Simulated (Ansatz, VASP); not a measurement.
**Ag: VASP beside Ansatz**

The input INCAR:

```
  PREC = Accurate
  ENCUT = 520
  EDIFF = 1E-6
  ISMEAR = 0
  SIGMA = 0.15
  LREAL = False
  LASPH = True
  NELM = 80
  ALGO = Fast
  ISIF = 2
  LWAVE = False
  LCHARG = False
  GGA = PS
  NBANDS = 18
```

KPOINTS

```
Automatic mesh
0
Gamma
  18 18 10
```

Contents of POSCAR:

```
Ag
1.0
   -1.6556540000      1.6556540000      1.6556540000
    1.6556540000     -1.6556540000      1.6556540000
    3.3113080000      3.3113080000      0.0000000000
Ag
2
Direct
    0.0339744898      0.0339744898      0.0000000000
    0.4660255102      0.4660255102      0.5000000000
```

Input for Ansatz:

```yaml
crystal:
  lattice:
    - [-1.655654, 1.655654, 1.655654]
    - [1.655654, -1.655654, 1.655654]
    - [3.311308, 3.311308, 0.0]
  atoms:
    - { symbol: Ag, position: [0.0339744898, 0.0339744898, 0.0] }
    - { symbol: Ag, position: [0.4660255102, 0.4660255102, 0.5] }
basis:
  ecutwfc: 420
kpoints:
  mp_grid: { grid: [18, 18, 10] }
hamiltonian:
  xc: pbesol
scf:
  occupations: { method: gaussian, width: 0.15 }
output:
  forces: true
  stress: true
  eigenvalues: true
```

Change from the starting cell: mode 5 (96.6 1/cm) frozen in, largest displacement +0.113 Å.

Alike in both runs: task single point; functional PBEsol; k mesh 18 × 18 × 10; occupations gaussian, width 0.15 eV; no spin polarisation.

|  | VASP | Ansatz |
| --- | --- | --- |
| version | VASP 6.6.1 | Ansatz 0.2.0 |
| potentials or method | VASP PAW PBE potentials, release 64 (Ag), cutoff 520 eV | scalar-relativistic, plane waves, PAW |
| valence electrons in the cell | 22 | 38 |

```tsv
	VASP	Ansatz	Ansatz less VASP
gap on the k mesh at the Fermi level (eV)	none	none	-
pressure (GPa)	-6.6	-6.4	+0.18
traceless stress, the component that is largest in VASP (GPa)	0.95	0.97	+0.014
rms of the force components (eV/Å)	0.239	0.241	+0.0021
```

VASP's potentials were made for PBE, not for PBEsol. Atom by atom the forces differ by 0.002 eV/Å (rms over components). A gap of «none» marks a metal or a gap that the smearing closes. The functional is the same, so the differences come from potentials, cutoffs and numerics. VASP's potentials hold 22 valence electrons a cell and Ansatz's 38, so a difference there can come from the potentials and not from the codes.
